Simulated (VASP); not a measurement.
A run of VASP 6.6.1 is set up as follows.

The input INCAR:

```
SYSTEM = Mo
ALGO = Normal ; EDIFF = 1E-6
ENCUT = 520 ; GGA = CA
ISIF = 2 ; ISMEAR = -1
LASPH = .TRUE. ; LCHARG = .TRUE.
LELF = .TRUE. ; LREAL = .FALSE.
LVHAR = .TRUE. ; LWAVE = .FALSE.
NBANDS = 28 ; NELM = 60
PREC = Accurate ; SIGMA = 0.05
```

The input KPOINTS:

```
k-points
0
G
  8 8 12
  0 0 0
```

The input POSCAR:

```
Mo
1.0
    4.5512085277      0.0000000000      0.0000000000
   -2.2756042638      3.9414622029      0.0000000000
    0.0000000000      0.0000000000      2.5096663284
Mo
3
Direct
    0.0000000000      0.0000000000      0.0000000000
    0.3333333333      0.6666666667      0.5000000000
    0.6666666667      0.3333333333      0.5000000000
```

Potentials or basis: VASP PAW LDA potentials, release 64 (Mo_sv).

Run with:

```sh
$ cat potpaw_LDA.64/Mo_sv/POTCAR > POTCAR
$ mpirun -np 1 vasp_std > vasp.out
```

Problem. Predict the band gap on the k mesh.

Solution. Zero (band 21 reaches 13.81 eV, above the bottom of band 22 at 12.31 eV).

Problem. Predict the pressure.

Solution. 7.7 GPa.

Stress tensor (GPa, compression positive):
```
7.51 0.00 0.00
0.00 7.51 0.00
0.00 0.00 7.99
```
